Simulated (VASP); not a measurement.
A run of VASP 6.6.1:

Contents of POSCAR:

```
TiO2
1.0
   -1.8965984750      1.8970553328      4.8223289769
    1.8975428350     -1.8970846439      4.8220503703
    1.8965941106      1.8970798333     -4.8222630605
Ti O
2 4
Direct
    0.0078034688      0.0030889339      0.0142315337
    0.7577861708      0.2531106770      0.5142340266
    0.2141219453      0.2094568080      0.0142584067
    0.9641290051      0.4594246467      0.5142316388
    0.5514689620      0.0467462374      0.5142093413
    0.8014609579      0.7967793069      1.0142370928
```

Contents of INCAR.step1:

```
PREC = Accurate ; ENCUT = 520
ISMEAR = -1 ; SIGMA = 0.0387
LREAL = False ; LASPH = True
NELM = 150 ; ISPIN = 2
MAGMOM = 1 1 0 0 0 0 ; LMAXMIX = 4
LDAU = True ; LDAUTYPE = 1
LDAUL = 2 -1 ; LDAUU = 4.3 0
LDAUJ = 0.93 0 ; NBANDS = 37
GGA = PE ; ALGO = Normal
EDIFF = 1E-4 ; LWAVE = True
LCHARG = False
```

File INCAR.step2:

```
PREC = Accurate ; ENCUT = 520
EDIFF = 1E-7 ; ISMEAR = -1
SIGMA = 0.0387 ; LREAL = False
LASPH = True ; NELM = 150
ALGO = Normal ; ISIF = 2
LWAVE = False ; LCHARG = False
ISPIN = 2 ; MAGMOM = 1 1 0 0 0 0
LORBIT = 11 ; LMAXMIX = 4
LDAU = True ; LDAUTYPE = 1
LDAUL = 2 -1 ; LDAUU = 4.3 0
LDAUJ = 0.93 0 ; LDAUPRINT = 1
METAGGA = R2SCAN ; LMIXTAU = True
NBANDS = 37 ; ISTART = 1
```

File KPOINTS:

```
Automatic mesh
0
Gamma
  5 5 7
  0.5 0.5 0
```

Potentials or basis: VASP PAW PBE potentials, release 64 (Ti_sv, O).

Run with:

```console
$ cat potpaw_PBE.64/Ti_sv/POTCAR potpaw_PBE.64/O/POTCAR > POTCAR
$ cp INCAR.step1 INCAR
$ mpirun -np 1 vasp_std > vasp.out
$ cp INCAR.step2 INCAR
$ mpirun -np 1 vasp_std > vasp.out
```

Hardware: 1 thread of Oxide Virtual Turin-like Processor, with other jobs on the host.

Problem. How long does it take, and how much memory?

Solution. Run time: 98 min on 1 thread of Oxide Virtual Turin-like Processor, on a shared host, peak memory 0.52 GiB. Counts: k points 88.
